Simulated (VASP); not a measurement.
# SrO (Imm2) in VASP: single point with PBE

Aim: the single point of SrO with PBE.

Program: VASP 6.6.1. These are calculated values, not measurements. Logs are shortened: lines on timing, memory, paths and dates and some standing lists are left out, and cuts for length are marked.

**1. The cell of the first run**

Symmetry: Imm2, No. 44, orthorhombic system. Conventional cell: a = 3.649 Å, b = 5.160 Å, c = 3.649 Å, α = 90.00°, β = 90.00°, γ = 90.00°. Sr (site symmetry mm2) has 6 O at 2.53 to 2.63 Å within 3.3 Å. Within 3.3 Å of O (site symmetry mm2) lie 6 Sr at 2.53 to 2.63 Å.

**2. Single point, PBE**

Contents of INCAR:

```
PREC     = Accurate       # precision mode
ENCUT    = 600            # plane-wave cutoff, eV
EDIFF    = 1E-6           # SCF threshold, eV
ISMEAR   = 0              # smearing method
SIGMA    = 0.01           # smearing width, eV
LREAL    = False          # projectors in reciprocal space
LASPH    = True           # aspherical terms in the spheres
NELM     = 120            # most SCF steps
ALGO     = Normal         # electronic algorithm
ISIF     = 2              # what is computed and relaxed
LWAVE    = False          # write WAVECAR
LCHARG   = False          # write CHGCAR
GGA      = PE             # functional
NBANDS   = 15             # bands
GGA_COMPAT= False
```

Contents of KPOINTS:

```
regular mesh
0
Gamma
  2 2 2
```

Contents of POSCAR:

```
SrO
1.0
    0.0000000000      2.5800000000      2.5800000000
    2.5800000000      0.0000000000      2.5800000000
    2.5800000000      2.5800000000      0.0000000000
Sr O
1 1
Direct
    0.0000000000      0.0000000000      0.0000000000
    0.5000000000      0.5000000000      0.5200000000
```

Potentials or basis: VASP PAW PBE potentials, release 64 (Sr_sv, O).

Command:

```bash
$ cat potpaw_PBE.64/Sr_sv/POTCAR potpaw_PBE.64/O/POTCAR > POTCAR
$ mpirun -np 1 vasp_std > vasp.out
```

OUTCAR:

```text
PREC = Accurate
   ENCUT = 600
   EDIFF = 1E-6
   ISMEAR = 0
   LREAL = False
   LASPH = True
   NELM = 120
   ISIF = 2
   GGA = PE

 ion  position               nearest neighbor table
   1  0.000  0.000  0.000-   2 2.53   2 2.53   2 2.58   2 2.58   2 2.63   2 2.63
   2  0.500  0.500  0.520-   1 2.53   1 2.53   1 2.58   1 2.58   1 2.63   1 2.63

  LATTYP: Found a face centered cubic cell.
 ALAT       =     5.1600000000

  Lattice vectors:

 A1 = (   0.0000000000,   2.5800000000,   2.5800000000)
 A2 = (   2.5800000000,   0.0000000000,   2.5800000000)
 A3 = (   2.5800000000,   2.5800000000,   0.0000000000)

Analysis of symmetry for initial positions (statically):
=====================================================================
 Subroutine PRICEL returns:
 Original cell was already a primitive cell.

 Routine SETGRP: Setting up the symmetry group for a
 face centered cubic supercell.

 Subroutine GETGRP returns: Found  4 space group operations
 (whereof  4 operations were pure point group operations)
 out of a pool of 48 trial point group operations.

The static configuration has the point symmetry C_2v.

Analysis of symmetry for dynamics (positions and initial velocities):
=====================================================================
 Subroutine PRICEL returns:
 Original cell was already a primitive cell.

 Routine SETGRP: Setting up the symmetry group for a
 face centered cubic supercell.

 Subroutine GETGRP returns: Found  4 space group operations
 (whereof  4 operations were pure point group operations)
 out of a pool of 48 trial point group operations.

The dynamic configuration has the point symmetry C_2v.

 Subroutine INISYM returns: Found  4 space group operations
 (whereof  4 operations are pure point group operations),
 and found     1 'primitive' translations

----------------------------------------------------------------------------------------

                                     Primitive cell

  volume of cell :      34.3470

  direct lattice vectors                    reciprocal lattice vectors
     0.000000000  2.580000000  2.580000000    -0.193798450  0.193798450  0.193798450
     2.580000000  0.000000000  2.580000000     0.193798450 -0.193798450  0.193798450
     2.580000000  2.580000000  0.000000000     0.193798450  0.193798450 -0.193798450

  length of vectors
     3.648670991  3.648670991  3.648670991     0.335668761  0.335668761  0.335668761

  position of ions in fractional coordinates (direct lattice)
     0.000000000  0.000000000  0.000000000
     0.500000000  0.500000000  0.520000000

  ion indices of the primitive-cell ions
   primitive index   ion index
                 1           1
                 2           2

----------------------------------------------------------------------------------------

 KPOINTS: regular mesh

Automatic generation of k-mesh.
 Grid dimensions read from file:
 generate k-points for:    2    2    2

 Generating k-lattice:

  Cartesian coordinates                     Fractional coordinates (reciprocal lattice)
    -0.096899225  0.096899225  0.096899225     0.500000000  0.000000000  0.000000000
     0.096899225 -0.096899225  0.096899225     0.000000000  0.500000000  0.000000000
     0.096899225  0.096899225 -0.096899225     0.000000000  0.000000000  0.500000000

  Length of vectors
     0.167834381  0.167834381  0.167834381

  Shift w.r.t. Gamma in fractional coordinates (k-lattice)
     0.000000000  0.000000000  0.000000000

 Subroutine IBZKPT returns following result:
 ===========================================

 Found      5 irreducible k-points:

 Following reciprocal coordinates:
            Coordinates               Weight
  0.000000  0.000000  0.000000      1.000000
  0.500000  0.000000  0.000000      2.000000
  0.000000  0.000000  0.500000      2.000000
  0.500000  0.500000  0.000000      1.000000
  0.000000  0.500000  0.500000      2.000000
   k-points           NKPTS =      5   k-points in BZ     NKDIM =      5   number of bands    NBANDS=     15
   number of dos      NEDOS =    301   number of ions     NIONS =      2
   total plane-waves  NPLWV =  27000
   dimension x,y,z NGX =    30 NGY =   30 NGZ =   30
   dimension x,y,z NGXF=    60 NGYF=   60 NGZF=   60
   ions per type =               1   1
   NGX,Y,Z   is equivalent  to a cutoff of  13.67, 13.67, 13.67 a.u.
   NGXF,Y,Z  is equivalent  to a cutoff of  27.34, 27.34, 27.34 a.u.
 SYSTEM =  unknown system
   PREC   = accura    normal or accurate (medium, high low for compatibility)
   ISTART =      0    job   : 0-new  1-cont  2-samecut
   ICHARG =      2    charge: 1-file 2-atom 10-const
   ISPIN  =      1    spin polarized calculation?
   LNONCOLLINEAR =      F non collinear calculations
   LSORBIT =      F    spin-orbit coupling
   LASPH  =      T    aspherical Exc in radial PAW
   ENCUT  =  600.0 eV  44.10 Ry    6.64 a.u.   7.29  7.29  7.29*2*pi/ulx,y,z
   NELM   =    120;   NELMIN=  2; NELMDL= -5     # of ELM steps
   EDIFF  = 0.1E-05   stopping-criterion for ELM
   LREAL  =      F    real-space projection
   EDIFFG = 0.1E-04   stopping-criterion for IOM
   NSW    =      0    number of steps for IOM
   IBRION =     -1    ionic relax: 0-MD 1-quasi-New 2-CG
   NFREE  =      0    steps in history (QN), initial steepest desc. (CG)
   ISIF   =      2    stress and relaxation
   ISYM   =      2    0-nonsym 1-usesym 2-fastsym
   POTIM  = 0.5000    time-step for ionic-motion
   TEBEG  =    0.0;   TEEND  =   0.0 temperature during run
   PSTRESS=    0.0 pullay stress
   NELECT =      16.0000    total number of electrons
   NUPDOWN=      -1.0000    fix difference up-down
   EMIN   =  10.00;   EMAX   =-10.00  energy-range for DOS
   EFERMI =   0.00;   METHOD = LEGACY
   ISMEAR =     0;   SIGMA  =   0.01  broadening in eV -4-tet -1-fermi 0-gaus
   EFERMI_NEDOS =   21; number of points for ismear=-14 and -15
   IALGO  =     38    algorithm
   IMIX   =      4    mixing-type and parameters
     AMIX     =   0.40;   BMIX     =  1.00
     AMIX_MAG =   1.60;   BMIX_MAG =  1.00
  volume/ion in A,a.u.               =      17.17       115.89
  Fermi-wavevector in a.u.,A,eV,Ry     =   1.269069  2.398192 21.912663  1.610535
  Thomas-Fermi vector in A             =   2.402130
   LORBIT       =      0    0 simple, 1 ext, 2 COOP (PROOUT), +10 PAW based schemes
   GGA     = PE    functional components
   LHFCALC =     F    Hartree Fock is set to
   AEXX    =    0.0000 exact exchange contribution
   IVDW    =     0    specifies the selected vdW correction
   LEPSILON=     F    determine dielectric tensor
   LRPA    =     F    only Hartree local field effects (RPA)
 non-spin polarized calculation
 Gauss-broadening in eV      SIGMA  =   0.01
  energy-cutoff  :      600.00
  volume of cell :       34.35
 maximum number of plane-waves:      1162
 NGX is ok and might be reduce to    30
   NGX = 15   NGY = 15   NGZ = 15

 number of electron      15.9999999 magnetization

 Free energy of the ion-electron system (eV)
  ---------------------------------------------------
  ext. energy  EPLUGINS =         0.00000000
  ---------------------------------------------------
  free energy    TOTEN  =       -11.85579922 eV

  energy without entropy =      -11.85579922  energy(sigma->0) =      -11.85579922

 E-fermi :   1.8893     XC(G=0):  -9.9419

 val. band max:        1.8158660146   @ k =   0.0000   0.0000   0.0000
 cond. band min:       4.9229942504   @ k =   0.0000   0.5000   0.5000
 fundamental gap:      3.1071282358
 Fermi energy:         1.8893357725

 k-point     1 :       0.0000    0.0000    0.0000
  band No.  band energies     occupation
      1     -30.8706      2.00000
      2     -13.2617      2.00000
      3     -12.5137      2.00000
      4     -12.5129      2.00000
      5     -12.4939      2.00000
      6       1.8102      2.00000
      7       1.8109      2.00000
      8       1.8159      2.00000
      9       5.5854      0.00000
     10       7.7941      0.00000
     11       7.8160      0.00000
     12       7.8176      0.00000
     13       9.9421      0.00000
     14       9.9590      0.00000
     15      14.3365      0.00000

 k-point     2 :       0.5000    0.0000    0.0000
  band No.  band energies     occupation
      1     -30.7399      2.00000
      2     -14.8906      2.00000
      3     -12.5957      2.00000
      4     -12.5945      2.00000
      5     -11.1733      2.00000
      6      -0.3914      2.00000
      7       0.6761      2.00000
      8       0.6825      2.00000
      9       8.2101      0.00000
     10       9.9491      0.00000
     11      10.3994      0.00000
     12      10.4754      0.00000
     13      13.4110      0.00000
     14      13.4357      0.00000
     15      16.2491      0.00000

 k-point     3 :       0.0000    0.0000    0.5000
  band No.  band energies     occupation
      1     -30.7401      2.00000
      2     -14.8848      2.00000
      3     -12.5945      2.00000
      4     -12.5934      2.00000
      5     -11.1815      2.00000
      6      -0.3933      2.00000
      7       0.6712      2.00000
      8       0.6722      2.00000
      9       8.2127      0.00000
     10      10.0193      0.00000
     11      10.4064      0.00000
     12      10.4487      0.00000
     13      13.4110      0.00000
     14      13.4452      0.00000
     15      16.2241      0.00000

 k-point     4 :       0.5000    0.5000    0.0000
  band No.  band energies     occupation
      1     -30.7021      2.00000
      2     -13.4300      2.00000
      3     -13.2789      2.00000
      4     -12.8633      2.00000
      5     -12.7901      2.00000
      6       1.3358      2.00000
      7       1.6886      2.00000
      8       1.7169      2.00000
      9       4.9448      0.00000
     10       9.3499      0.00000
     11      11.7073      0.00000
     12      12.0125      0.00000
     13      12.5824      0.00000
     14      12.5825      0.00000
     15      15.1562      0.00000

 k-point     5 :       0.0000    0.5000    0.5000
  band No.  band energies     occupation
      1     -30.7019      2.00000
      2     -13.5189      2.00000
      3     -13.1609      2.00000
      4     -12.8638      2.00000
      5     -12.8191      2.00000
      6       1.3422      2.00000
      7       1.7012      2.00000
      8       1.7193      2.00000
      9       4.9230      0.00000
     10       9.3483      0.00000
     11      11.7036      0.00000
     12      11.9861      0.00000
     13      12.5807      0.00000
     14      12.5831      0.00000
     15      15.2024      0.00000

------------------------ aborting loop because EDIFF is reached ----------------------------------------

  FORCE on cell =-STRESS in cart. coord.  units (eV):
  Direction    XX          YY          ZZ          XY          YZ          ZX
  --------------------------------------------------------------------------------------
  -------------------------------------------------------------------------------------
  Total        0.6102209      0.6102209      0.5357834      0.0088698      0.0000000      0.0000000
  in kB       28.4648264     28.4648264     24.9925570      0.4137468      0.0000000      0.0000000
  external PRESSURE =      27.3074033 kB  Pullay stress =       0.0000000 kB

 VOLUME and BASIS-vectors are now :
 -----------------------------------------------------------------------------
  energy-cutoff  :      600.00
  volume of cell :       34.35
      direct lattice vectors                 reciprocal lattice vectors
     0.000000000  2.580000000  2.580000000    -0.193798450  0.193798450  0.193798450
     2.580000000  0.000000000  2.580000000     0.193798450 -0.193798450  0.193798450
     2.580000000  2.580000000  0.000000000     0.193798450  0.193798450 -0.193798450

 POSITION                                       TOTAL-FORCE (eV/Angst)
 -----------------------------------------------------------------------------------
      0.00000      0.00000      0.00000        -0.079830     -0.079830     -0.000000
      2.63160      2.63160      2.58000         0.079830      0.079830      0.000000
 -----------------------------------------------------------------------------------
    total drift:                                0.000029      0.000029      0.000000

  FREE ENERGIE OF THE ION-ELECTRON SYSTEM (eV)
  ---------------------------------------------------
  free  energy   TOTEN  =       -11.8557992238 eV

  energy  without entropy=      -11.8557992238  energy(sigma->0) =      -11.85579922
```

Run time: 8.7 s. Hardware: 1 thread of Intel Xeon 8259CL, shared host; peak memory 0.17 GiB.

What came out:

| Property | Result |
| --- | --- |
| Free energy | -11.8558 eV |
| Pressure | 2.7 GPa |
| Largest force | 0.113 eV/Å |
| Band gap on the k mesh | 3.11 eV, indirect (least direct gap 3.20 eV) |

Forces in eV/Å, atoms in the order of the input:
```
Sr  -0.080 -0.080  0.000
O    0.080  0.080  0.000
```

Caveat: the k points lie up to 1.05 Å⁻¹ apart. A k mesh can miss the band edges.
